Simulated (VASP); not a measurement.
# TiPd3 in VASP: a series of runs

TiPd3 is run at these levels: LDA; tasks: electric field gradients.

Program: VASP 6.6.1. These are calculated values, not measurements. Logs are shortened: lines on timing, memory, paths and dates and some standing lists are left out, and cuts for length are marked.

**1. The cell of the first run**

Symmetry: P4/mmm, No. 123, tetragonal system. Conventional cell: a = 3.782 Å, b = 3.782 Å, c = 3.820 Å, α = 90.00°, β = 90.00°, γ = 90.00°. Within 3.5 Å of Ti (site symmetry 4/mmm) lie 12 Pd at 2.67 to 2.69 Å. Pd (site symmetry mmm) has 8 Pd at 2.67 to 2.69 Å and 4 Ti at 2.69 Å within 3.5 Å. Within 3.5 Å of Pd (site symmetry 4/mmm) lie 4 Ti at 2.67 Å and 8 Pd at 2.69 Å.

**2. Electric field gradients, LDA (equal xx and yy strain of -1 %)**

Input file INCAR:

```
PREC     = Accurate       # precision mode
ENCUT    = 520            # plane-wave cutoff, eV
EDIFF    = 1E-8           # SCF threshold, eV
ISMEAR   = -1             # smearing method
SIGMA    = 0.05           # smearing width, eV
LREAL    = F              # projectors in reciprocal space
LASPH    = T              # aspherical terms in the spheres
NELM     = 100            # most SCF steps
ALGO     = Normal         # electronic algorithm
ISIF     = 2              # what is computed and relaxed
LWAVE    = F              # write WAVECAR
LCHARG   = F              # write CHGCAR
LEFG     = T            
NBANDS   = 29             # bands
```

Input file KPOINTS:

```
Automatic mesh
0
Gamma
  11 11 11
```

Input file POSCAR:

```
TiPd3
1.0
    3.7818000000      0.0000000000      0.0000000000
    0.0000000000      3.7818000000      0.0000000000
    0.0000000000      0.0000000000      3.8200000000
Ti Pd
1 3
Direct
    0.0000000000      0.0000000000      0.0000000000
    0.0000000000      0.5000000000      0.5000000000
    0.5000000000      0.0000000000      0.5000000000
    0.5000000000      0.5000000000      0.0000000000
```

Potentials or basis: VASP PAW LDA potentials, release 64 (Ti_sv, Pd).

Started as:

```
$ cat potpaw_LDA.64/Ti_sv/POTCAR potpaw_LDA.64/Pd/POTCAR > POTCAR
$ mpirun -np 1 vasp_std > vasp.out
```

OUTCAR:

```text
PREC = Accurate
   ENCUT = 520
   EDIFF = 1E-8
   ISMEAR = -1
   LREAL = F
   LASPH = T
   NELM = 100
   ISIF = 2

 ion  position               nearest neighbor table
   1  0.000  0.000  0.000-   4 2.67   4 2.67   4 2.67   4 2.67   3 2.69   2 2.69   3 2.69   2 2.69
                             3 2.69   2 2.69   3 2.69   2 2.69
   2  0.000  0.500  0.500-   3 2.67   3 2.67   3 2.67   3 2.67   4 2.69   1 2.69   1 2.69   1 2.69
                             4 2.69   4 2.69   4 2.69   1 2.69
   3  0.500  0.000  0.500-   2 2.67   2 2.67   2 2.67   2 2.67   4 2.69   1 2.69   4 2.69   4 2.69
                             1 2.69   4 2.69   1 2.69   1 2.69
   4  0.500  0.500  0.000-   1 2.67   1 2.67   1 2.67   1 2.67   3 2.69   2 2.69   3 2.69   3 2.69
                             3 2.69   2 2.69   2 2.69   2 2.69

  LATTYP: Found a simple tetragonal cell.
 ALAT       =     3.7818000000
 C/A-ratio  =     1.0101010101

  Lattice vectors:

 A1 = (   3.7818000000,   0.0000000000,   0.0000000000)
 A2 = (   0.0000000000,   3.7818000000,   0.0000000000)
 A3 = (   0.0000000000,   0.0000000000,   3.8200000000)

Analysis of symmetry for initial positions (statically):
=====================================================================
 Subroutine PRICEL returns:
 Original cell was already a primitive cell.

 Routine SETGRP: Setting up the symmetry group for a
 simple tetragonal supercell.

 Subroutine GETGRP returns: Found 16 space group operations
 (whereof 16 operations were pure point group operations)
 out of a pool of 16 trial point group operations.

The static configuration has the point symmetry D_4h.

Analysis of symmetry for dynamics (positions and initial velocities):
=====================================================================
 Subroutine PRICEL returns:
 Original cell was already a primitive cell.

 Routine SETGRP: Setting up the symmetry group for a
 simple tetragonal supercell.

 Subroutine GETGRP returns: Found 16 space group operations
 (whereof 16 operations were pure point group operations)
 out of a pool of 16 trial point group operations.

The dynamic configuration has the point symmetry D_4h.

 Subroutine INISYM returns: Found 16 space group operations
 (whereof 16 operations are pure point group operations),
 and found     1 'primitive' translations

----------------------------------------------------------------------------------------

                                     Primitive cell

  volume of cell :      54.6337

  direct lattice vectors                    reciprocal lattice vectors
     3.781800000  0.000000000  0.000000000     0.264424348  0.000000000  0.000000000
     0.000000000  3.781800000  0.000000000     0.000000000  0.264424348  0.000000000
     0.000000000  0.000000000  3.820000000     0.000000000  0.000000000  0.261780105

  length of vectors
     3.781800000  3.781800000  3.820000000     0.264424348  0.264424348  0.261780105

  position of ions in fractional coordinates (direct lattice)
     0.000000000  0.000000000  0.000000000
     0.000000000  0.500000000  0.500000000
     0.500000000  0.000000000  0.500000000
     0.500000000  0.500000000  0.000000000

  ion indices of the primitive-cell ions
   primitive index   ion index
                 1           1
                 2           2
                 3           3
                 4           4

----------------------------------------------------------------------------------------

 KPOINTS: Automatic mesh

Automatic generation of k-mesh.
 Grid dimensions read from file:
 generate k-points for:   11   11   11

 Generating k-lattice:

  Cartesian coordinates                     Fractional coordinates (reciprocal lattice)
     0.024038577  0.000000000  0.000000000     0.090909091  0.000000000  0.000000000
     0.000000000  0.024038577  0.000000000     0.000000000  0.090909091  0.000000000
     0.000000000  0.000000000  0.023798191     0.000000000  0.000000000  0.090909091

  Length of vectors
     0.024038577  0.024038577  0.023798191

  Shift w.r.t. Gamma in fractional coordinates (k-lattice)
     0.000000000  0.000000000  0.000000000

 Subroutine IBZKPT returns following result:
 ===========================================

 Found    126 irreducible k-points:

 Following reciprocal coordinates:
            Coordinates               Weight
  0.000000  0.000000  0.000000      1.000000
  0.090909  0.000000  0.000000      4.000000
  0.181818  0.000000  0.000000      4.000000
  0.272727  0.000000  0.000000      4.000000
  0.363636  0.000000  0.000000      4.000000
  0.454545  0.000000  0.000000      4.000000
[... 16 lines left out ...]
  0.090909  0.000000  0.090909      8.000000
  0.181818  0.000000  0.090909      8.000000
 [... further k-points ...]
   k-points           NKPTS =    126   k-points in BZ     NKDIM =    126   number of bands    NBANDS=     29
   number of dos      NEDOS =    301   number of ions     NIONS =      4
   total plane-waves  NPLWV =  21952
   dimension x,y,z NGX =    28 NGY =   28 NGZ =   28
   dimension x,y,z NGXF=    56 NGYF=   56 NGZF=   56
   ions per type =               1   3
   NGX,Y,Z   is equivalent  to a cutoff of  12.31, 12.31, 12.19 a.u.
   NGXF,Y,Z  is equivalent  to a cutoff of  24.62, 24.62, 24.37 a.u.
 SYSTEM =  unknown system
   PREC   = accura    normal or accurate (medium, high low for compatibility)
   ISTART =      0    job   : 0-new  1-cont  2-samecut
   ICHARG =      2    charge: 1-file 2-atom 10-const
   ISPIN  =      1    spin polarized calculation?
   LNONCOLLINEAR =      F non collinear calculations
   LSORBIT =      F    spin-orbit coupling
   LASPH  =      T    aspherical Exc in radial PAW
   ENCUT  =  520.0 eV  38.22 Ry    6.18 a.u.   7.03  7.03  7.10*2*pi/ulx,y,z
   NELM   =    100;   NELMIN=  2; NELMDL= -5     # of ELM steps
   EDIFF  = 0.1E-07   stopping-criterion for ELM
   LREAL  =      F    real-space projection
   EDIFFG = 0.1E-06   stopping-criterion for IOM
   NSW    =      0    number of steps for IOM
   IBRION =     -1    ionic relax: 0-MD 1-quasi-New 2-CG
   NFREE  =      0    steps in history (QN), initial steepest desc. (CG)
   ISIF   =      2    stress and relaxation
   ISYM   =      2    0-nonsym 1-usesym 2-fastsym
   POTIM  = 0.5000    time-step for ionic-motion
   TEBEG  =    0.0;   TEEND  =   0.0 temperature during run
   PSTRESS=    0.0 pullay stress
   NELECT =      42.0000    total number of electrons
   NUPDOWN=      -1.0000    fix difference up-down
   EMIN   =  10.00;   EMAX   =-10.00  energy-range for DOS
   EFERMI =   0.00;   METHOD = LEGACY
   ISMEAR =    -1;   SIGMA  =   0.05  broadening in eV -4-tet -1-fermi 0-gaus
   EFERMI_NEDOS =   21; number of points for ismear=-14 and -15
   IALGO  =     38    algorithm
   IMIX   =      4    mixing-type and parameters
     AMIX     =   0.40;   BMIX     =  1.00
     AMIX_MAG =   1.60;   BMIX_MAG =  1.00
  volume/ion in A,a.u.               =      13.66        92.17
  Fermi-wavevector in a.u.,A,eV,Ry     =   1.499700  2.834022 30.600871  2.249101
  Thomas-Fermi vector in A             =   2.611296
   LORBIT       =      0    0 simple, 1 ext, 2 COOP (PROOUT), +10 PAW based schemes
   GGA     = CA    functional components
   LHFCALC =     F    Hartree Fock is set to
   AEXX    =    0.0000 exact exchange contribution
   IVDW    =     0    specifies the selected vdW correction
   LEPSILON=     F    determine dielectric tensor
   LRPA    =     F    only Hartree local field effects (RPA)
 non-spin polarized calculation
  energy-cutoff  :      520.00
  volume of cell :       54.63
 maximum number of plane-waves:      1485
   NGX = 15   NGY = 15   NGZ = 15

 number of electron      42.0000004 magnetization

 Free energy of the ion-electron system (eV)
  ---------------------------------------------------
  ext. energy  EPLUGINS =         0.00000000
  ---------------------------------------------------
  free energy    TOTEN  =       -30.77104467 eV

  energy without entropy =      -30.75974954  energy(sigma->0) =      -30.76539711

 E-fermi :  11.9353     XC(G=0): -13.7551

 val. band max:       11.9112019166   @ k =   0.4545   0.0909   0.0000
 cond. band min:      11.9359752626   @ k =   0.0909   0.0000   0.4545
 fundamental gap:      0.0247733459
 Fermi energy:        11.9353452685

 k-point     1 :       0.0000    0.0000    0.0000
  band No.  band energies     occupation
      1     -45.4760      2.00000
      2     -22.0913      2.00000
      3     -22.0879      2.00000
      4     -22.0879      2.00000
      5       3.4228      2.00000
      6       5.0141      2.00000
[... 21 lines left out ...]
     28      14.5029      0.00000
     29      22.4693      0.00000

 k-point     2 :       0.0909    0.0000    0.0000
  band No.  band energies     occupation
      1     -45.4758      2.00000
      2     -22.0917      2.00000
      3     -22.0909      2.00000
      4     -22.0884      2.00000
      5       3.5322      2.00000
      6       5.0806      2.00000
[... 21 lines left out ...]
     28      15.2089      0.00000
     29      22.4433      0.00000

 k-point     3 :       0.1818    0.0000    0.0000
  band No.  band energies     occupation
      1     -45.4752      2.00000
      2     -22.0990      2.00000
      3     -22.0929      2.00000
      4     -22.0896      2.00000
      5       3.8514      2.00000
      6       5.2703      2.00000
[... 638 lines left out ...]
      5       3.6375      2.00000
      6       5.1438      2.00000
[... 21 lines left out ...]
     28      15.6566      0.00000
     29      22.6470      0.00000

 k-point    24 :       0.1818    0.0000    0.0909
  band No.  band energies     occupation
      1     -45.4751      2.00000
      2     -22.0997      2.00000
      3     -22.0946      2.00000
      4     -22.0900      2.00000
      5       3.9509      2.00000
      6       5.3299      2.00000
[... 21 lines left out ...]
     28      16.6340      0.00000
     29      22.2928      0.00000

 [... further k-points ...]

------------------------ aborting loop because EDIFF is reached ----------------------------------------

  FORCE on cell =-STRESS in cart. coord.  units (eV):
  Direction    XX          YY          ZZ          XY          YZ          ZX
  --------------------------------------------------------------------------------------
  -------------------------------------------------------------------------------------
  Total        2.8614093      2.8614093      2.2670922      0.0000000      0.0000000      0.0000000
  in kB       83.9131613     83.9131613     66.4843275      0.0000000      0.0000000      0.0000000
  external PRESSURE =      78.1035501 kB  Pullay stress =       0.0000000 kB

 VOLUME and BASIS-vectors are now :
 -----------------------------------------------------------------------------
  energy-cutoff  :      520.00
  volume of cell :       54.63
      direct lattice vectors                 reciprocal lattice vectors
     3.781800000  0.000000000  0.000000000     0.264424348  0.000000000  0.000000000
     0.000000000  3.781800000  0.000000000     0.000000000  0.264424348  0.000000000
     0.000000000  0.000000000  3.820000000     0.000000000  0.000000000  0.261780105

 POSITION                                       TOTAL-FORCE (eV/Angst)
 -----------------------------------------------------------------------------------
      0.00000      0.00000      0.00000         0.000000      0.000000      0.000000
      0.00000      1.89090      1.91000         0.000000      0.000000      0.000000
      1.89090      0.00000      1.91000         0.000000      0.000000      0.000000
      1.89090      1.89090      0.00000         0.000000      0.000000      0.000000
 -----------------------------------------------------------------------------------
    total drift:                                0.000000      0.000000      0.000000

  FREE ENERGIE OF THE ION-ELECTRON SYSTEM (eV)
  ---------------------------------------------------
  free  energy   TOTEN  =       -30.7710446739 eV

  energy  without entropy=      -30.7597495411  energy(sigma->0) =      -30.76539711

 Electric field gradients (V/A^2)
---------------------------------------------------------------------
 ion       V_xx      V_yy      V_zz      V_xy      V_xz      V_yz
---------------------------------------------------------------------
   1      -0.237    -0.237     0.474    -0.000     0.000     0.000
   2     -64.600    29.612    34.988     0.000     0.000     0.000
   3      29.612   -64.600    34.988    -0.000    -0.000     0.000
   4      32.048    32.048   -64.096     0.000    -0.000     0.000
---------------------------------------------------------------------

 Electric field gradients after diagonalization (V/A^2)
 (convention: |V_zz| > |V_xx| > |V_yy|)
----------------------------------------------------------------------
 ion       V_xx      V_yy      V_zz     asymmetry (V_yy - V_xx)/ V_zz
----------------------------------------------------------------------
   1      -0.237    -0.237     0.474       0.000
   2      34.988    29.612   -64.600       0.083
   3      34.988    29.612   -64.600       0.083
   4      32.048    32.048   -64.096       0.000
----------------------------------------------------------------------

           NMR quadrupolar parameters

 Cq : quadrupolar parameter    Cq=e*Q*V_zz/h
 eta: asymmetry parameters     (V_yy - V_xx)/ V_zz
 Q  : nuclear electric quadrupole moment in mb (millibarn)
----------------------------------------------------------------------
 ion       Cq(MHz)       eta       Q (mb)
----------------------------------------------------------------------
   1       0.001       0.000       1.000
   2      -0.156       0.083       1.000
   3      -0.156       0.083       1.000
   4      -0.155       0.000       1.000
----------------------------------------------------------------------
```

Run time: 90 s. Hardware: 1 thread of AMD EPYC 9R45 (Zen 5), shared host; peak memory 0.24 GiB.

What came out:

```
Free energy            : -30.7710 eV
Pressure               : 7.8 GPa
Band gap on the k mesh : zero (band 21 reaches 13.17 eV, above the bottom of band 22 at 11.78 eV)
```

Levels at points of the mesh, in eV from the Fermi level:
```csv
k point,band 18,band 19,band 20,band 21,band 22,band 23,band 24,band 25
"(0.00, 0.00, 0.00)",-0.63,-0.63,-0.54,1.23,1.25,1.94,1.94,1.98
```

Electric field gradients, principal values (V/Å²):
| atom | least | middle | greatest (by size) |
| --- | --- | --- | --- |
| 1 Ti | -0.237 | -0.237 | 0.474 |
| 2 Pd | 29.612 | 34.988 | -64.600 |
| 3 Pd | 29.612 | 34.988 | -64.600 |
| 4 Pd | 32.048 | 32.048 | -64.096 |

Caveat: the cell differs from its parent crystal (equal xx and yy strain of -1 %); without QUAD_EFG the Cq values of the log hold for a quadrupole moment of 1 mb, not for the nuclei.

[end of part 1 of 2]
